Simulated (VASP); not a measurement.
A run of VASP 6.6.1 is set up as follows.

The input POSCAR:

```
NaH
1.0
    0.0000000000      2.3970316378      2.4389796915
    2.3970316378      0.0000000000      2.4389796915
    2.3970316378      2.3970316378      0.0000000000
Na H
1 1
Direct
    0.0000000000      0.0000000000      0.0000000000
    0.5000000000      0.5000000000      0.5000000000
```

File INCAR.step1:

```
SYSTEM = NaH
ALGO     = Normal         ! electronic algorithm
EDIFF    = 1E-4           ! SCF threshold, eV
ENCUT    = 520            ! plane-wave cutoff, eV
GGA      = PE             ! functional
ISMEAR   = -1             ! smearing method
LASPH    = .True.         ! aspherical terms in the spheres
LCHARG   = .False.        ! write CHGCAR
LREAL    = .False.        ! projectors in reciprocal space
LWAVE    = .True.         ! write WAVECAR
NBANDS   = 11             ! bands
NELM     = 60             ! most SCF steps
PREC     = Accurate       ! precision mode
SIGMA    = 0.2            ! smearing width, eV
```

INCAR.step2

```
SYSTEM = NaH
ALGO     = Normal         ! electronic algorithm
EDIFF    = 1E-7           ! SCF threshold, eV
ENCUT    = 520            ! plane-wave cutoff, eV
ISIF     = 2              ! what is computed and relaxed
ISMEAR   = -1             ! smearing method
ISTART   = 1            
LASPH    = .True.         ! aspherical terms in the spheres
LCHARG   = .True.         ! write CHGCAR
LELF     = .True.         ! ELF
LMIXTAU  = .True.       
LREAL    = .False.        ! projectors in reciprocal space
LVHAR    = .True.       
LWAVE    = .False.        ! write WAVECAR
METAGGA  = R2SCAN         ! meta-GGA
NBANDS   = 11             ! bands
NELM     = 60             ! most SCF steps
PREC     = Accurate       ! precision mode
SIGMA    = 0.2            ! smearing width, eV
```

File KPOINTS:

```
k-points
0
Gamma
  8 8 8
  0 0 0
```

Potentials or basis: VASP PAW PBE potentials, release 64 (Na_pv, H).

Launch:

```sh
$ cat potpaw_PBE.64/Na_pv/POTCAR potpaw_PBE.64/H/POTCAR > POTCAR
$ cp INCAR.step1 INCAR
$ mpirun -np 1 vasp_std > vasp.out
$ cp INCAR.step2 INCAR
$ mpirun -np 1 vasp_std > vasp.out
```

Q: What does it give for the pressure?

A: -0.6 GPa.

Q: Estimate the band gap on the k mesh.

A: 4.37 eV, indirect (least direct gap 5.22 eV).

Stress tensor (GPa, compression positive):
```
-0.40  0.00  0.00
 0.00 -0.40  0.00
 0.00  0.00 -0.96
```

Caveat: the cell differs from its parent crystal (engineering shear strain xy +0.0000, normal strain along z +0.0175); the PAW data sets were made with another functional, which shifts forces and pressure a little. A k mesh can miss the band edges.
